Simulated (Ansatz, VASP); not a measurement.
## One calculation of Re, two programs

```
Re
1.0
     2.73919    0.00000    0.00000
    -1.36959    2.37221    0.00000
     0.00000    0.00000    4.41187
Re
2
Cartesian
  0.0000 1.5815 1.1030
  1.3696 0.7907 3.3089
```

Alike in both runs: task single point; functional LDA; k mesh 13 × 13 × 7; occupations fermi-dirac, width 0.1 eV; no spin polarisation.

```csv
,VASP,Ansatz
version,VASP 6.6.1,Ansatz 0.2.0
potentials or method,"VASP PAW LDA potentials, release 64 (Re), cutoff 600 eV","plane waves (420 eV) with PAW, scalar-relativistic"
valence electrons in the cell,14,30
```

Ansatz gave:

* pressure (GPa): 0.0
* traceless stress, the component that is largest in VASP (GPa): 0.00

Q: Which values does VASP return?

A: Pressure (GPa): 1.7; traceless stress, the component that is largest in VASP (GPa): -0.11.

Ansatz warns that its potentials were made for another functional, while VASP's fit it. LDA's correlation is that of Perdew and Zunger in VASP and of Perdew and Wang (1992) in Ansatz. VASP's potentials hold 14 valence electrons a cell and Ansatz's 30, so a difference there can come from the potentials and not from the codes.

Spin-orbit coupling is off throughout.
